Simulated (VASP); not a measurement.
# AlNi (Amm2) in VASP: further runs, part 2 of 2

VASP 6.6.1. Earlier steps stand in the parts before.

### 3 Single point, PBE (atoms displaced along a vibrational mode)

Contents of INCAR:

```
SYSTEM = AlNi
  PREC = Accurate
  ENCUT = 520
  EDIFF = 1E-6
  ISMEAR = 0
  SIGMA = 0.15
  LREAL = .FALSE.
  LASPH = .TRUE.
  NELM = 100
  ALGO = Fast
  ISIF = 2
  LWAVE = .FALSE.
  LCHARG = .TRUE.
  GGA = PE
  LELF = .TRUE.
  LVHAR = .TRUE.
  NBANDS = 14
```

Contents of KPOINTS:

```
regular mesh
0
G
  16 16 16
  0 0 0
```

Contents of POSCAR:

```
AlNi
1.0
    2.8927237805      0.0000000000      0.0000000000
    0.0000000000      2.8927237805      0.0000000000
    0.0000000000      0.0000000000      2.8927237805
Al Ni
1 1
Direct
   -0.0069138990     -0.0069138990      0.0000000000
    0.5031783409      0.5031783409      0.5000000000
```

Potentials or basis: VASP PAW PBE potentials, release 64 (Al, Ni).

On the command line:

```
> cat potpaw_PBE.64/Al/POTCAR potpaw_PBE.64/Ni/POTCAR > POTCAR
> mpirun -np 1 vasp_std > vasp.out
```

OUTCAR:

```text
SYSTEM = AlNi
   PREC = Accurate
   ENCUT = 520
   EDIFF = 1E-6
   ISMEAR = 0
   LREAL = .FALSE.
   LASPH = .TRUE.
   NELM = 100
   ISIF = 2
   GGA = PE

 ion  position               nearest neighbor table
   1  0.993  0.993  0.000-   2 2.47   2 2.47   2 2.51   2 2.51   2 2.51   2 2.51   2 2.54   2 2.54

   2  0.503  0.503  0.500-   1 2.47   1 2.47   1 2.51   1 2.51   1 2.51   1 2.51   1 2.54   1 2.54

  LATTYP: Found a simple cubic cell.
 ALAT       =     2.8927237805

  Lattice vectors:

 A1 = (   2.8927237805,   0.0000000000,   0.0000000000)
 A2 = (   0.0000000000,   2.8927237805,   0.0000000000)
 A3 = (   0.0000000000,   0.0000000000,   2.8927237805)

Analysis of symmetry for initial positions (statically):
=====================================================================
 Subroutine PRICEL returns:
 Original cell was already a primitive cell.

 Routine SETGRP: Setting up the symmetry group for a
 simple cubic supercell.

 Subroutine GETGRP returns: Found  4 space group operations
 (whereof  4 operations were pure point group operations)
 out of a pool of 48 trial point group operations.

The static configuration has the point symmetry C_2v.

Analysis of symmetry for dynamics (positions and initial velocities):
=====================================================================
 Subroutine PRICEL returns:
 Original cell was already a primitive cell.

 Routine SETGRP: Setting up the symmetry group for a
 simple cubic supercell.

 Subroutine GETGRP returns: Found  4 space group operations
 (whereof  4 operations were pure point group operations)
 out of a pool of 48 trial point group operations.

The dynamic configuration has the point symmetry C_2v.

 Subroutine INISYM returns: Found  4 space group operations
 (whereof  4 operations are pure point group operations),
 and found     1 'primitive' translations

----------------------------------------------------------------------------------------

                                     Primitive cell

  volume of cell :      24.2059

  direct lattice vectors                    reciprocal lattice vectors
     2.892723780  0.000000000  0.000000000     0.345694949  0.000000000  0.000000000
     0.000000000  2.892723780  0.000000000     0.000000000  0.345694949  0.000000000
     0.000000000  0.000000000  2.892723780     0.000000000  0.000000000  0.345694949

  length of vectors
     2.892723780  2.892723780  2.892723780     0.345694949  0.345694949  0.345694949

  position of ions in fractional coordinates (direct lattice)
     0.993086101  0.993086101  0.000000000
     0.503178341  0.503178341  0.500000000

  ion indices of the primitive-cell ions
   primitive index   ion index
                 1           1
                 2           2

----------------------------------------------------------------------------------------

 KPOINTS: regular mesh

Automatic generation of k-mesh.
 Grid dimensions read from file:
 generate k-points for:   16   16   16

 Generating k-lattice:

  Cartesian coordinates                     Fractional coordinates (reciprocal lattice)
[... 42 lines left out ...]
   k-points           NKPTS =    657   k-points in BZ     NKDIM =    657   number of bands    NBANDS=     14
   number of dos      NEDOS =    301   number of ions     NIONS =      2
   total plane-waves  NPLWV =  13824
   dimension x,y,z NGX =    24 NGY =   24 NGZ =   24
   dimension x,y,z NGXF=    48 NGYF=   48 NGZF=   48
   ions per type =               1   1
   NGX,Y,Z   is equivalent  to a cutoff of  13.79, 13.79, 13.79 a.u.
   NGXF,Y,Z  is equivalent  to a cutoff of  27.59, 27.59, 27.59 a.u.
 SYSTEM =  AlNi
   PREC   = accura    normal or accurate (medium, high low for compatibility)
   ISTART =      0    job   : 0-new  1-cont  2-samecut
   ICHARG =      2    charge: 1-file 2-atom 10-const
   ISPIN  =      1    spin polarized calculation?
   LNONCOLLINEAR =      F non collinear calculations
   LSORBIT =      F    spin-orbit coupling
   LASPH  =      T    aspherical Exc in radial PAW
   ENCUT  =  520.0 eV  38.22 Ry    6.18 a.u.   5.38  5.38  5.38*2*pi/ulx,y,z
   NELM   =    100;   NELMIN=  2; NELMDL= -5     # of ELM steps
   EDIFF  = 0.1E-05   stopping-criterion for ELM
   LREAL  =      F    real-space projection
   EDIFFG = 0.1E-04   stopping-criterion for IOM
   NSW    =      0    number of steps for IOM
   IBRION =     -1    ionic relax: 0-MD 1-quasi-New 2-CG
   NFREE  =      0    steps in history (QN), initial steepest desc. (CG)
   ISIF   =      2    stress and relaxation
   ISYM   =      2    0-nonsym 1-usesym 2-fastsym
   POTIM  = 0.5000    time-step for ionic-motion
   TEBEG  =    0.0;   TEEND  =   0.0 temperature during run
   PSTRESS=    0.0 pullay stress
   NELECT =      13.0000    total number of electrons
   NUPDOWN=      -1.0000    fix difference up-down
   EMIN   =  10.00;   EMAX   =-10.00  energy-range for DOS
   EFERMI =   0.00;   METHOD = LEGACY
   ISMEAR =     0;   SIGMA  =   0.15  broadening in eV -4-tet -1-fermi 0-gaus
   EFERMI_NEDOS =   21; number of points for ismear=-14 and -15
   IALGO  =     68    algorithm
   IMIX   =      4    mixing-type and parameters
     AMIX     =   0.40;   BMIX     =  1.00
     AMIX_MAG =   1.60;   BMIX_MAG =  1.00
  volume/ion in A,a.u.               =      12.10        81.67
  Fermi-wavevector in a.u.,A,eV,Ry     =   1.330707  2.514671 24.092926  1.770780
  Thomas-Fermi vector in A             =   2.459773
   LORBIT       =      0    0 simple, 1 ext, 2 COOP (PROOUT), +10 PAW based schemes
   GGA     = PE    functional components
   LHFCALC =     F    Hartree Fock is set to
   AEXX    =    0.0000 exact exchange contribution
   IVDW    =     0    specifies the selected vdW correction
   LEPSILON=     F    determine dielectric tensor
   LRPA    =     F    only Hartree local field effects (RPA)
 non-spin polarized calculation
 RMM-DIIS sequential band-by-band and
 Gauss-broadening in eV      SIGMA  =   0.15
  energy-cutoff  :      520.00
  volume of cell :       24.21
 maximum number of plane-waves:       672
 NGX is ok and might be reduce to    24
   NGX = 11   NGY = 11   NGZ = 11

 number of electron      13.0000010 magnetization

 Free energy of the ion-electron system (eV)
  ---------------------------------------------------
  ext. energy  EPLUGINS =         0.00000000
  ---------------------------------------------------
  free energy    TOTEN  =       -10.53880569 eV

  energy without entropy =      -10.53000813  energy(sigma->0) =      -10.53440691

 E-fermi :   9.8690     XC(G=0): -11.9893

 val. band max:        9.8688072737   @ k =  -0.3125   0.3750   0.1250
 cond. band min:       9.8693102673   @ k =   0.1250   0.3750   0.3125
 fundamental gap:      0.0005029936
 Fermi energy:         9.8689793539

 k-point     1 :       0.0000    0.0000    0.0000
  band No.  band energies     occupation
      1      -1.1831      2.00000
      2       6.6975      2.00000
      3       6.6983      2.00000
      4       8.3489      2.00000
      5       8.3509      2.00000
      6       8.3514      2.00000
      7      15.3131      0.00000
      8      15.3144      0.00000
      9      15.3171      0.00000
     10      17.9536      0.00000
     11      17.9539      0.00000
     12      23.3792      0.00000
     13      30.6354      0.00000
     14      30.6405      0.00000
[... 377 lines left out ...]
      1      -0.8277      2.00000
      2       6.6792      2.00000
      3       6.7628      2.00000
      4       8.1979      2.00000
      5       8.2356      2.00000
      6       8.3345      2.00000
      7      13.2130      0.00000
      8      14.9084      0.00000
      9      15.7780      0.00000
     10      18.4691      0.00000
     11      20.0955      0.00000
     12      24.6150      0.00000
     13      27.3732      0.00000
     14      28.3281      0.00000

 [... further k-points ...]

------------------------ aborting loop because EDIFF is reached ----------------------------------------

  FORCE on cell =-STRESS in cart. coord.  units (eV):
  Direction    XX          YY          ZZ          XY          YZ          ZX
  --------------------------------------------------------------------------------------
  -------------------------------------------------------------------------------------
  Total       -0.0052447     -0.0052447      0.0007832      0.0180939      0.0000000      0.0000000
  in kB       -0.3471413     -0.3471413      0.0518402      1.1976246      0.0000000      0.0000000
  external PRESSURE =      -0.2141474 kB  Pullay stress =       0.0000000 kB

 VOLUME and BASIS-vectors are now :
 -----------------------------------------------------------------------------
  energy-cutoff  :      520.00
  volume of cell :       24.21
      direct lattice vectors                 reciprocal lattice vectors
     2.892723780  0.000000000  0.000000000     0.345694949  0.000000000  0.000000000
     0.000000000  2.892723780  0.000000000     0.000000000  0.345694949  0.000000000
     0.000000000  0.000000000  2.892723780     0.000000000  0.000000000  0.345694949

 POSITION                                       TOTAL-FORCE (eV/Angst)
 -----------------------------------------------------------------------------------
      2.87272      2.87272      0.00000         0.166991      0.166991      0.000000
      1.45556      1.45556      1.44636        -0.166991     -0.166991      0.000000
 -----------------------------------------------------------------------------------
    total drift:                               -0.000240     -0.000240      0.000013

  FREE ENERGIE OF THE ION-ELECTRON SYSTEM (eV)
  ---------------------------------------------------
  free  energy   TOTEN  =       -10.5388056928 eV

  energy  without entropy=      -10.5300081291  energy(sigma->0) =      -10.53440691
```

Wall time 3.3 min (1 thread of AMD EPYC 7R13 (Zen 3), shared host); peak memory 0.3 GiB.

Results:

```
Free energy            : -10.5388 eV
Pressure               : 0.0 GPa
Largest force          : 0.236 eV/Å
Band gap on the k mesh : zero (an odd number of electrons rules out a gap without spin polarisation)
```

Forces in eV/Å, atoms in the order of the input:
```
Al   0.167  0.167  0.000
Ni  -0.167 -0.167  0.000
```

Stress tensor (GPa, compression positive):
```
-0.03  0.12  0.00
 0.12 -0.03  0.00
 0.00  0.00  0.01
```

Caveat: the cell differs from its parent crystal (atoms displaced along a vibrational mode). Spin polarisation is off, so any magnetic state and its effect on volume and gap are missing.
